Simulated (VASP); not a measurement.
# MgO (P3m1) in VASP: single point with PBE

Aim: the single point of MgO with PBE.

Everything below comes from runs of VASP 6.6.1. Logs are shortened: lines on timing, memory, paths and dates and some standing lists are left out, and cuts for length are marked.

### Step 1. The cell of the first run

Symmetry: P3m1, No. 156, trigonal system. The conventional cell has a = 3.280 Å, b = 3.280 Å, c = 10.515 Å, α = 90.00°, β = 90.00°, γ = 120.00°. Within 2.6 Å of Mg (site symmetry 3m) lie 4 O at 1.99 to 2.00 Å. Within 2.6 Å of Mg (site symmetry 3m) lie 4 O at 1.99 to 2.01 Å. Mg (site symmetry 3m) has 1 O at 1.35 Å within 1.8 Å. Mg (site symmetry 3m) has 4 O at 1.99 to 2.29 Å within 2.6 Å. O (site symmetry 3m) has 4 Mg at 1.99 Å within 2.6 Å. O (site symmetry 3m) has 1 Mg at 1.35 Å within 1.8 Å. O (site symmetry 3m) has 4 Mg at 2.00 to 2.01 Å within 2.6 Å. Within 2.6 Å of O (site symmetry 3m) lie 4 Mg at 1.99 Å.

### Step 2. Single point, PBE (atom 6 (O) moved by +0.000 Å along [1 0 0] and +0.660 Å along [0 0 1])

INCAR

```
PREC = Accurate
ENCUT = 840
EDIFF = 1E-6
ISMEAR = 0
SIGMA = 0.05
LREAL = False
LASPH = True
NELM = 120
ALGO = Normal
ISIF = 2
LWAVE = False
LCHARG = False
GGA = PE
NBANDS = 42
GGA_COMPAT = False
```

KPOINTS

```
regular mesh
0
Gamma
  9 9 2
```

POSCAR

```
MgO
1.0
    3.2803754002      0.0000000000      0.0000000000
   -1.6401877001      2.8408884305      0.0000000000
    0.0000000000      0.0000000000     10.5147056238
Mg O
4 4
Direct
    0.3333333333      0.6666666667      0.9694791811
    0.0000000000      0.0000000000      0.2208070585
    0.0000000000      0.0000000000      0.7208070585
    0.6666666667      0.3333333333      0.4694791811
    0.3333333333      0.6666666667      0.7800540723
    0.0000000000      0.0000000000      0.5924271004
    0.0000000000      0.0000000000      0.0296578681
    0.6666666667      0.3333333333      0.2800540723
```

Potentials or basis: VASP PAW PBE potentials, release 64 (Mg_sv, O).

Run with:

```
$ cat potpaw_PBE.64/Mg_sv/POTCAR potpaw_PBE.64/O/POTCAR > POTCAR
$ mpirun -np 1 vasp_std > vasp.out
```

OUTCAR:

```text
PREC = Accurate
   ENCUT = 840
   EDIFF = 1E-6
   ISMEAR = 0
   LREAL = False
   LASPH = True
   NELM = 120
   ISIF = 2
   GGA = PE

 ion  position               nearest neighbor table
   1  0.333  0.667  0.969-   5 1.99   7 2.00   7 2.00   7 2.00
   2  0.000  0.000  0.221-   8 1.99   8 1.99   8 1.99   7 2.01
   3  0.000  0.000  0.721-   6 1.35   5 1.99   5 1.99   5 1.99
   4  0.667  0.333  0.469-   8 1.99
   5  0.333  0.667  0.780-   1 1.99   3 1.99   3 1.99   3 1.99
   6  0.000  0.000  0.592-   3 1.35
   7  0.000  0.000  0.030-   1 2.00   1 2.00   1 2.00   2 2.01
   8  0.667  0.333  0.280-   4 1.99   2 1.99   2 1.99   2 1.99

  LATTYP: Found a hexagonal cell.
 ALAT       =     3.2803754002
 C/A-ratio  =     3.2053360793

  Lattice vectors:

 A1 = (   3.2803754002,   0.0000000000,   0.0000000000)
 A2 = (  -1.6401877001,   2.8408884305,   0.0000000000)
 A3 = (   0.0000000000,   0.0000000000,  10.5147056238)

Analysis of symmetry for initial positions (statically):
=====================================================================
 Subroutine PRICEL returns:
 Original cell was already a primitive cell.

 Routine SETGRP: Setting up the symmetry group for a
 hexagonal supercell.

 Subroutine GETGRP returns: Found  6 space group operations
 (whereof  6 operations were pure point group operations)
 out of a pool of 24 trial point group operations.

The static configuration has the point symmetry C_3v.

Analysis of symmetry for dynamics (positions and initial velocities):
=====================================================================
 Subroutine PRICEL returns:
 Original cell was already a primitive cell.

 Routine SETGRP: Setting up the symmetry group for a
 hexagonal supercell.

 Subroutine GETGRP returns: Found  6 space group operations
 (whereof  6 operations were pure point group operations)
 out of a pool of 24 trial point group operations.

The dynamic configuration has the point symmetry C_3v.

 Subroutine INISYM returns: Found  6 space group operations
 (whereof  6 operations are pure point group operations),
 and found     1 'primitive' translations

----------------------------------------------------------------------------------------

                                     Primitive cell

  volume of cell :      97.9884

  direct lattice vectors                    reciprocal lattice vectors
     3.280375400  0.000000000  0.000000000     0.304843159  0.176001280  0.000000000
    -1.640187700  2.840888431  0.000000000     0.000000000  0.352002560  0.000000000
     0.000000000  0.000000000 10.514705624     0.000000000  0.000000000  0.095104897

  length of vectors
     3.280375400  3.280375400 10.514705624     0.352002560  0.352002560  0.095104897

  position of ions in fractional coordinates (direct lattice)
     0.333333333  0.666666667  0.969479181
     0.000000000  0.000000000  0.220807059
     0.000000000  0.000000000  0.720807059
     0.666666667  0.333333333  0.469479181
     0.333333333  0.666666667  0.780054072
     0.000000000  0.000000000  0.592427100
     0.000000000  0.000000000  0.029657868
     0.666666667  0.333333333  0.280054072

  ion indices of the primitive-cell ions
   primitive index   ion index
                 1           1
                 2           2
                 3           3
                 4           4
                 5           5
                 6           6
                 7           7
                 8           8

----------------------------------------------------------------------------------------

 KPOINTS: regular mesh

Automatic generation of k-mesh.
 Grid dimensions read from file:
 generate k-points for:    9    9    2

 Generating k-lattice:

  Cartesian coordinates                     Fractional coordinates (reciprocal lattice)
     0.033871462  0.019555698  0.000000000     0.111111111  0.000000000  0.000000000
     0.000000000  0.039111396  0.000000000     0.000000000  0.111111111  0.000000000
     0.000000000  0.000000000  0.047552449     0.000000000  0.000000000  0.500000000

  Length of vectors
     0.039111396  0.039111396  0.047552449

  Shift w.r.t. Gamma in fractional coordinates (k-lattice)
     0.000000000  0.000000000  0.000000000

 Subroutine IBZKPT returns following result:
 ===========================================

 Found     24 irreducible k-points:

 Following reciprocal coordinates:
            Coordinates               Weight
  0.000000  0.000000  0.000000      1.000000
  0.111111  0.000000  0.000000      6.000000
  0.222222  0.000000  0.000000      6.000000
  0.333333  0.000000  0.000000      6.000000
  0.444444  0.000000  0.000000      6.000000
  0.111111  0.111111  0.000000      6.000000
[... 16 lines left out ...]
  0.333333  0.222222  0.500000     12.000000
  0.333333  0.333333  0.500000      2.000000
   k-points           NKPTS =     24   k-points in BZ     NKDIM =     24   number of bands    NBANDS=     42
   number of dos      NEDOS =    301   number of ions     NIONS =      8
   total plane-waves  NPLWV = 102400
   dimension x,y,z NGX =    32 NGY =   32 NGZ =  100
   dimension x,y,z NGXF=    64 NGYF=   64 NGZF=  200
   ions per type =               4   4
   NGX,Y,Z   is equivalent  to a cutoff of  16.22, 16.22, 15.81 a.u.
   NGXF,Y,Z  is equivalent  to a cutoff of  32.43, 32.43, 31.62 a.u.
 SYSTEM =  unknown system
   PREC   = accura    normal or accurate (medium, high low for compatibility)
   ISTART =      0    job   : 0-new  1-cont  2-samecut
   ICHARG =      2    charge: 1-file 2-atom 10-const
   ISPIN  =      1    spin polarized calculation?
   LNONCOLLINEAR =      F non collinear calculations
   LSORBIT =      F    spin-orbit coupling
   LASPH  =      T    aspherical Exc in radial PAW
   ENCUT  =  840.0 eV  61.74 Ry    7.86 a.u.   7.75  7.75 24.85*2*pi/ulx,y,z
   NELM   =    120;   NELMIN=  2; NELMDL= -5     # of ELM steps
   EDIFF  = 0.1E-05   stopping-criterion for ELM
   LREAL  =      F    real-space projection
   EDIFFG = 0.1E-04   stopping-criterion for IOM
   NSW    =      0    number of steps for IOM
   IBRION =     -1    ionic relax: 0-MD 1-quasi-New 2-CG
   NFREE  =      0    steps in history (QN), initial steepest desc. (CG)
   ISIF   =      2    stress and relaxation
   ISYM   =      2    0-nonsym 1-usesym 2-fastsym
   POTIM  = 0.5000    time-step for ionic-motion
   TEBEG  =    0.0;   TEEND  =   0.0 temperature during run
   PSTRESS=    0.0 pullay stress
   NELECT =      64.0000    total number of electrons
   NUPDOWN=      -1.0000    fix difference up-down
   EMIN   =  10.00;   EMAX   =-10.00  energy-range for DOS
   EFERMI =   0.00;   METHOD = LEGACY
   ISMEAR =     0;   SIGMA  =   0.05  broadening in eV -4-tet -1-fermi 0-gaus
   EFERMI_NEDOS =   21; number of points for ismear=-14 and -15
   IALGO  =     38    algorithm
   IMIX   =      4    mixing-type and parameters
     AMIX     =   0.40;   BMIX     =  1.00
     AMIX_MAG =   1.60;   BMIX_MAG =  1.00
  volume/ion in A,a.u.               =      12.25        82.66
  Fermi-wavevector in a.u.,A,eV,Ry     =   1.420397  2.684162 27.450146  2.017529
  Thomas-Fermi vector in A             =   2.541317
   LORBIT       =      0    0 simple, 1 ext, 2 COOP (PROOUT), +10 PAW based schemes
   GGA     = PE    functional components
   LHFCALC =     F    Hartree Fock is set to
   AEXX    =    0.0000 exact exchange contribution
   IVDW    =     0    specifies the selected vdW correction
   LEPSILON=     F    determine dielectric tensor
   LRPA    =     F    only Hartree local field effects (RPA)
 non-spin polarized calculation
 Gauss-broadening in eV      SIGMA  =   0.05
  energy-cutoff  :      840.00
  volume of cell :       97.99
 maximum number of plane-waves:      5472
 NGX is ok and might be reduce to    32
   NGX = 15   NGY = 15   NGZ = 49

 number of electron      63.9999991 magnetization

 Free energy of the ion-electron system (eV)
  ---------------------------------------------------
  ext. energy  EPLUGINS =         0.00000000
  ---------------------------------------------------
  free energy    TOTEN  =       -39.55943101 eV

  energy without entropy =      -39.55943101  energy(sigma->0) =      -39.55943101

 E-fermi :   2.2518     XC(G=0):  -9.8284

 val. band max:        2.0305785463   @ k =   0.0000   0.0000   0.0000
 cond. band min:       2.9167270251   @ k =   0.0000   0.0000   0.0000
 fundamental gap:      0.8861484788
 Fermi energy:         2.2518282924

 k-point     1 :       0.0000    0.0000    0.0000
  band No.  band energies     occupation
      1     -73.1446      2.00000
      2     -72.2944      2.00000
      3     -70.6581      2.00000
      4     -68.9444      2.00000
      5     -39.9287      2.00000
      6     -39.9287      2.00000
[... 34 lines left out ...]
     41      13.9577      0.00000
     42      15.2538      0.00000

 k-point     2 :       0.1111    0.0000    0.0000
  band No.  band energies     occupation
      1     -73.1445      2.00000
      2     -72.2942      2.00000
      3     -70.6579      2.00000
      4     -68.9442      2.00000
      5     -39.9308      2.00000
      6     -39.9292      2.00000
[... 34 lines left out ...]
     41      14.0469      0.00000
     42      14.3830      0.00000

 k-point     3 :       0.2222    0.0000    0.0000
  band No.  band energies     occupation
      1     -73.1440      2.00000
      2     -72.2937      2.00000
      3     -70.6573      2.00000
      4     -68.9437      2.00000
      5     -39.9362      2.00000
      6     -39.9305      2.00000
[... 897 lines left out ...]
      4     -68.9426      2.00000
      5     -39.9442      2.00000
      6     -39.9374      2.00000
[... 34 lines left out ...]
     41      12.1020      0.00000
     42      12.9691      0.00000

 k-point    24 :       0.3333    0.3333    0.5000
  band No.  band energies     occupation
      1     -73.1431      2.00000
      2     -72.2925      2.00000
      3     -70.6562      2.00000
      4     -68.9425      2.00000
      5     -39.9420      2.00000
      6     -39.9410      2.00000
[... 34 lines left out ...]
     41      12.2991      0.00000
     42      12.8403      0.00000

------------------------ aborting loop because EDIFF is reached ----------------------------------------

  FORCE on cell =-STRESS in cart. coord.  units (eV):
  Direction    XX          YY          ZZ          XY          YZ          ZX
  --------------------------------------------------------------------------------------
  -------------------------------------------------------------------------------------
  Total       -0.2873992     -0.2873992     38.1511312      0.0000000      0.0000000     -0.0000000
  in kB       -4.6991711     -4.6991711    623.7968244      0.0000000      0.0000000     -0.0000000
  external PRESSURE =     204.7994941 kB  Pullay stress =       0.0000000 kB

 VOLUME and BASIS-vectors are now :
 -----------------------------------------------------------------------------
  energy-cutoff  :      840.00
  volume of cell :       97.99
      direct lattice vectors                 reciprocal lattice vectors
     3.280375400  0.000000000  0.000000000     0.304843159  0.176001280  0.000000000
    -1.640187700  2.840888431  0.000000000     0.000000000  0.352002560  0.000000000
     0.000000000  0.000000000 10.514705624     0.000000000  0.000000000  0.095104897

 POSITION                                       TOTAL-FORCE (eV/Angst)
 -----------------------------------------------------------------------------------
     -0.00000      1.89393     10.19379        -0.000000     -0.000000     -1.119944
      0.00000      0.00000      2.32172         0.000000     -0.000000     -1.110894
      0.00000      0.00000      7.57907         0.000000     -0.000000     31.002700
      1.64019      0.94696      4.93644        -0.000000      0.000000      3.131531
     -0.00000      1.89393      8.20204        -0.000000     -0.000000      1.374487
      0.00000      0.00000      6.22920         0.000000     -0.000000    -35.464839
      0.00000      0.00000      0.31184        -0.000000     -0.000000      1.138552
      1.64019      0.94696      2.94469         0.000000     -0.000000      1.048407
 -----------------------------------------------------------------------------------
    total drift:                                0.000000      0.000000     -0.000356

  FREE ENERGIE OF THE ION-ELECTRON SYSTEM (eV)
  ---------------------------------------------------
  free  energy   TOTEN  =       -39.5594310058 eV

  energy  without entropy=      -39.5594310058  energy(sigma->0) =      -39.55943101
```

It took 3 min on 1 thread of Intel Xeon Platinum 8259CL at 2.50GHz (Skylake/Cascade Lake), shared host; peak memory 0.37 GiB.

What came out:

```yaml
Free_energy: -39.5594 eV
Pressure: 20.5 GPa
Largest_force: 35.465 eV/Å
Band_gap_on_the_k_mesh: 0.89 eV
```

Forces on the atoms (eV/Å):
```
Mg    0.000   0.000  -1.120
Mg    0.000   0.000  -1.111
Mg    0.000   0.000  31.003
Mg    0.000   0.000   3.132
O     0.000   0.000   1.374
O     0.000   0.000 -35.465
O     0.000   0.000   1.139
O     0.000   0.000   1.048
```

Stress tensor (GPa, compression positive):
```
-0.47  0.00  0.00
 0.00 -0.47  0.00
 0.00  0.00 62.38
```

Caveat: the cell differs from its parent crystal (atom 6 (O) moved by +0.000 Å along [1 0 0] and +0.660 Å along [0 0 1]); atoms lie so close that the PAW spheres overlap strongly, which falsifies energies and pressures; the stress differs along the axes, from -0 to 62 GPa; forces of over 1 eV/Å act on the atoms, so gaps and moduli don't describe the material at rest. A k mesh can miss the band edges.
